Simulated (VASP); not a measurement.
Set up this calculation in VASP 6.6.1, as the native input.

* Task: single point
* Functional: PBE
* Potentials or basis: VASP PAW PBE potentials, release 64 (Pt)
* Cutoff: 520 eV
* k mesh: 24 × 24 × 24
* Occupations: fermi-dirac, width 0.02 eV
* Spin: no spin polarisation
* Dipole correction: no
* Further INCAR settings: ALGO = Fast; EDIFF = 1e-06; NBANDS = 11

The structure of Pt lies in POSCAR:

```
Pt
1.0
    0.0000000000      1.9847238812      1.9053349259
    1.9847238812      0.0000000000      1.9053349259
    1.9847238812      1.9847238812      0.0000000000
Pt
1
Direct
    0.0000000000      0.0000000000      0.0000000000
```

This cell differs from its parent crystal: ratio of the length along z to the lengths across it x 0.96, volume and fractional coordinates fixed.

One way to write it, as run:

INCAR

```
  PREC = Accurate
  ENCUT = 520
  EDIFF = 1E-6
  ISMEAR = -1
  SIGMA = 0.02
  LREAL = False
  LASPH = True
  NELM = 60
  ALGO = Fast
  ISIF = 2
  LWAVE = False
  LCHARG = False
  GGA = PE
  NBANDS = 11
```

KPOINTS

```
regular mesh
0
Gamma
  24 24 24
```

Potentials or basis: VASP PAW PBE potentials, release 64 (Pt).

The run is started by

```bash
$ cat potpaw_PBE.64/Pt/POTCAR > POTCAR
$ mpirun -np 1 vasp_std > vasp.out
```

Results of the run:

```
Pressure               : 11.0 GPa
Band gap on the k mesh : zero (bands 5 and 6 overlap by 2.43 eV)
```

Caveat: the cell stands under pressure; spin-orbit coupling is left out, which moves the levels of the heavy elements.

It took 85 s on 1 thread of Intel(R) Xeon(R) Platinum 8488C (Sapphire Rapids), with other jobs on the host, peak memory 0.28 GiB.
